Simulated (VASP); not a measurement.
# Pb (Fmmm) in VASP: single point with PBEsol

Aim: the single point of Pb with PBEsol.

All numbers are computed with VASP 6.6.1; they aren't measurements. Logs are shortened: lines on timing, memory, paths and dates and some standing lists are left out, and cuts for length are marked.

## Step 1: The cell of the first run

It takes space group Fmmm (No. 69, orthorhombic). Conventional cell: a = 3.688 Å, b = 6.389 Å, c = 10.056 Å, α = 90.00°, β = 90.00°, γ = 90.00°. Within 2.8 Å of Pb (site symmetry m2m) lie 3 Pb at 2.13 Å.

## Step 2: Single point, PBEsol (C replaced by Pb, lengths x 1.553, strained)

INCAR reads:

```
SYSTEM = Pb
  ALGO = Normal
  EDIFF = 1E-6
  ENCUT = 520
  GGA = PS
  ISIF = 2
  ISMEAR = 0
  LASPH = .TRUE.
  LCHARG = .FALSE.
  LREAL = .FALSE.
  LWAVE = .FALSE.
  NBANDS = 21
  NELM = 80
  PREC = Accurate
  SIGMA = 0.1
```

KPOINTS reads:

```
k-points
0
G
  6 6 6
  0 0 0
```

POSCAR reads:

```
Pb
1.0
    0.0000000000      3.1943252416      5.0280211137
    1.8442084611      0.0000000000      5.0280211137
    1.8442084611      3.1943252416      0.0000000000
Pb
2
Direct
    0.1666700000      0.8333300000      0.1666700000
    0.8333300000      0.1666700000      0.8333300000
```

Potentials or basis: VASP PAW PBE potentials, release 64 (Pb_d).

Started as:

```
cat potpaw_PBE.64/Pb_d/POTCAR > POTCAR
mpirun -np 1 vasp_std > vasp.out
```

OUTCAR:

```text
SYSTEM = Pb
   EDIFF = 1E-6
   ENCUT = 520
   GGA = PS
   ISIF = 2
   ISMEAR = 0
   LASPH = .TRUE.
   LREAL = .FALSE.
   NELM = 80
   PREC = Accurate

 ion  position               nearest neighbor table
   1  0.167  0.833  0.167-   2 2.13   2 2.13   2 2.13
   2  0.833  0.167  0.833-   1 2.13   1 2.13   1 2.13

  LATTYP: Found a face centered orthorhombic cell.
 ALAT       =     3.6884169222
 B/A-ratio  =     1.7320846905
 C/A-ratio  =     2.7263843648

  Lattice vectors:

 A1 = (   0.0000000000,   3.1943252416,   5.0280211137)
 A2 = (   1.8442084611,   0.0000000000,   5.0280211137)
 A3 = (   1.8442084611,   3.1943252416,   0.0000000000)

Analysis of symmetry for initial positions (statically):
=====================================================================
 Subroutine PRICEL returns:
 Original cell was already a primitive cell.

 Routine SETGRP: Setting up the symmetry group for a
 face centered orthorhombic supercell.

 Subroutine GETGRP returns: Found  8 space group operations
 (whereof  8 operations were pure point group operations)
 out of a pool of  8 trial point group operations.

The static configuration has the point symmetry D_2h.

Analysis of symmetry for dynamics (positions and initial velocities):
=====================================================================
 Subroutine PRICEL returns:
 Original cell was already a primitive cell.

 Routine SETGRP: Setting up the symmetry group for a
 face centered orthorhombic supercell.

 Subroutine GETGRP returns: Found  8 space group operations
 (whereof  8 operations were pure point group operations)
 out of a pool of  8 trial point group operations.

The dynamic configuration has the point symmetry D_2h.

 Subroutine INISYM returns: Found  8 space group operations
 (whereof  8 operations are pure point group operations),
 and found     1 'primitive' translations

----------------------------------------------------------------------------------------

                                     Primitive cell

  volume of cell :      59.2402

  direct lattice vectors                    reciprocal lattice vectors
     0.000000000  3.194325242  5.028021114    -0.271119025  0.156527580  0.099442701
     1.844208461  0.000000000  5.028021114     0.271119025 -0.156527580  0.099442701
     1.844208461  3.194325242  0.000000000     0.271119025  0.156527580 -0.099442701

  length of vectors
[... 73 lines left out ...]
   PREC   = accura    normal or accurate (medium, high low for compatibility)
   ISTART =      0    job   : 0-new  1-cont  2-samecut
   ICHARG =      2    charge: 1-file 2-atom 10-const
   ISPIN  =      1    spin polarized calculation?
   LNONCOLLINEAR =      F non collinear calculations
   LSORBIT =      F    spin-orbit coupling
   LASPH  =      T    aspherical Exc in radial PAW
   ENCUT  =  520.0 eV  38.22 Ry    6.18 a.u.  11.08  9.96  6.86*2*pi/ulx,y,z
   NELM   =     80;   NELMIN=  2; NELMDL= -5     # of ELM steps
   EDIFF  = 0.1E-05   stopping-criterion for ELM
   LREAL  =      F    real-space projection
   EDIFFG = 0.1E-04   stopping-criterion for IOM
   NSW    =      0    number of steps for IOM
   IBRION =     -1    ionic relax: 0-MD 1-quasi-New 2-CG
   NFREE  =      0    steps in history (QN), initial steepest desc. (CG)
   ISIF   =      2    stress and relaxation
   ISYM   =      2    0-nonsym 1-usesym 2-fastsym
   POTIM  = 0.5000    time-step for ionic-motion
   TEBEG  =    0.0;   TEEND  =   0.0 temperature during run
   PSTRESS=    0.0 pullay stress
   NELECT =      28.0000    total number of electrons
   NUPDOWN=      -1.0000    fix difference up-down
   EMIN   =  10.00;   EMAX   =-10.00  energy-range for DOS
   EFERMI =   0.00;   METHOD = LEGACY
   ISMEAR =     0;   SIGMA  =   0.10  broadening in eV -4-tet -1-fermi 0-gaus
   EFERMI_NEDOS =   21; number of points for ismear=-14 and -15
   IALGO  =     38    algorithm
   IMIX   =      4    mixing-type and parameters
     AMIX     =   0.40;   BMIX     =  1.00
     AMIX_MAG =   1.60;   BMIX_MAG =  1.00
  volume/ion in A,a.u.               =      29.62       199.89
  Fermi-wavevector in a.u.,A,eV,Ry     =   1.275231  2.409837 22.125976  1.626213
  Thomas-Fermi vector in A             =   2.407955
   LORBIT       =      0    0 simple, 1 ext, 2 COOP (PROOUT), +10 PAW based schemes
   GGA     = PS    functional components
   LHFCALC =     F    Hartree Fock is set to
   AEXX    =    0.0000 exact exchange contribution
   IVDW    =     0    specifies the selected vdW correction
   LEPSILON=     F    determine dielectric tensor
   LRPA    =     F    only Hartree local field effects (RPA)
 non-spin polarized calculation
 Gauss-broadening in eV      SIGMA  =   0.10
  energy-cutoff  :      520.00
  volume of cell :       59.24
 maximum number of plane-waves:      1616
 NGX is ok and might be reduce to    48
   NGX = 23   NGY = 19   NGZ = 13

 number of electron      27.9999998 magnetization

 Free energy of the ion-electron system (eV)
  ---------------------------------------------------
  ext. energy  EPLUGINS =         0.00000000
  ---------------------------------------------------
  free energy    TOTEN  =         7.57759844 eV

  energy without entropy =        7.57840037  energy(sigma->0) =        7.57799940

 E-fermi :   8.2914     XC(G=0):  -9.4628

 val. band max:        8.1318689123   @ k =   0.0000   0.5000   0.5000
 cond. band min:       8.3150644610   @ k =   0.5000  -0.1667   0.3333
 fundamental gap:      0.1831955487
 Fermi energy:         8.2913778582

 k-point     1 :       0.0000    0.0000    0.0000
  band No.  band energies     occupation
      1     -14.4044      2.00000
      2     -13.2838      2.00000
      3     -13.2827      2.00000
      4     -12.7363      2.00000
      5     -12.7332      2.00000
      6     -11.8992      2.00000
[... 565 lines left out ...]
     20      16.6180      0.00000
     21      17.6498      0.00000

 [... further k-points ...]
[... 5 lines left out ...]
  --------------------------------------------------------------------------------------
  -------------------------------------------------------------------------------------
  Total       67.7431948     67.7125702     -0.3608805      0.0000000      0.0000000      0.0000000
  in kB     1832.1457737   1831.3175152     -9.7601788      0.0000000      0.0000000      0.0000000
  external PRESSURE =    1217.9010367 kB  Pullay stress =       0.0000000 kB

 VOLUME and BASIS-vectors are now :
 -----------------------------------------------------------------------------
  energy-cutoff  :      520.00
  volume of cell :       59.24
      direct lattice vectors                 reciprocal lattice vectors
     0.000000000  3.194325242  5.028021114    -0.271119025  0.156527580  0.099442701
     1.844208461  0.000000000  5.028021114     0.271119025 -0.156527580  0.099442701
     1.844208461  3.194325242  0.000000000     0.271119025  0.156527580 -0.099442701

 POSITION                                       TOTAL-FORCE (eV/Angst)
 -----------------------------------------------------------------------------------
      1.84421      1.06480      5.02802         0.000000     -0.058603      0.000000
      1.84421      5.32385      5.02802         0.000000      0.058603      0.000000
 -----------------------------------------------------------------------------------
    total drift:                               -0.000000     -0.000000     -0.000000

  FREE ENERGIE OF THE ION-ELECTRON SYSTEM (eV)
  ---------------------------------------------------
  free  energy   TOTEN  =         7.5775984364 eV

  energy  without entropy=        7.5784003690  energy(sigma->0) =        7.57799940
```

OSZICAR:

```text
N       E                     dE             d eps       ncg     rms          rms(c)
DAV:   1     0.328607478586E+03    0.32861E+03   -0.14723E+04  1932   0.168E+03
DAV:   2     0.342383446023E+02   -0.29437E+03   -0.28813E+03  1932   0.438E+02
DAV:   3     0.791389213522E+01   -0.26324E+02   -0.26124E+02  2283   0.160E+02
DAV:   4     0.691788349300E+01   -0.99601E+00   -0.99537E+00  2354   0.343E+01
DAV:   5     0.686585819781E+01   -0.52025E-01   -0.52024E-01  2925   0.746E+00    0.519E+00
DAV:   6     0.734417645663E+01    0.47832E+00   -0.14382E-01  2922   0.390E+00    0.296E+00
DAV:   7     0.758130122480E+01    0.23712E+00   -0.27141E-01  2817   0.519E+00    0.247E-01
DAV:   8     0.757778538856E+01   -0.35158E-02   -0.27221E-02  2414   0.147E+00    0.960E-02
DAV:   9     0.757761946499E+01   -0.16592E-03   -0.13651E-03  2457   0.297E-01    0.284E-02
DAV:  10     0.757760459393E+01   -0.14871E-04   -0.12554E-04  2543   0.113E-01    0.116E-02
DAV:  11     0.757759764457E+01   -0.69494E-05   -0.28049E-05  2406   0.396E-02    0.539E-03
DAV:  12     0.757759874951E+01    0.11049E-05   -0.25747E-06  2239   0.201E-02    0.243E-03
DAV:  13     0.757759843642E+01   -0.31308E-06   -0.48613E-07  1524   0.679E-03
   1 F= 0.75775984E+01 E0= 0.75779994E+01  d E =-.801933E-03
```

Wall time 57 s (1 thread of Intel Xeon Platinum 8488C (Sapphire Rapids), shared host); peak memory 0.23 GiB.

Results:

* Free energy: 7.5776 eV
* Pressure: 121.8 GPa
* Largest force: 0.059 eV/Å
* Band gap on the k mesh: zero (band 14 reaches 9.35 eV, above the bottom of band 15 at 7.78 eV)

Forces on the atoms (eV/Å):
```
Pb   0.000 -0.059  0.000
Pb   0.000  0.059  0.000
```

Levels at points of the mesh, in eV from the Fermi level:
```csv
k point,band 10,band 11,band 12,band 13,band 14,band 15,band 16,band 17,band 18,band 19
"(0.00, 0.00, 0.00)",-18.05,-16.05,-5.40,0.70,1.03,1.08,2.88,4.40,6.13,6.28
"(0.50, 0.00, 0.00)",-17.77,-12.10,-11.02,-3.69,-2.22,0.35,2.22,5.23,5.48,6.91
"(0.50, 0.50, 0.00)",-18.05,-15.97,-6.32,1.00,1.06,2.83,4.30,4.53,6.05,6.21
"(0.50, 0.00, 0.50)",-17.77,-12.14,-11.04,-3.66,-1.66,1.18,2.25,4.05,4.10,5.72
"(0.00, 0.50, 0.50)",-17.77,-12.08,-10.99,-3.71,-2.68,-0.16,2.14,5.97,8.29,9.17
```

Caveat: the cell differs from its parent crystal (C replaced by Pb, lengths x 1.553, strained); the PAW data sets were made with another functional, which shifts forces and pressure a little; spin-orbit coupling is left out, which moves the levels of the heavy elements.
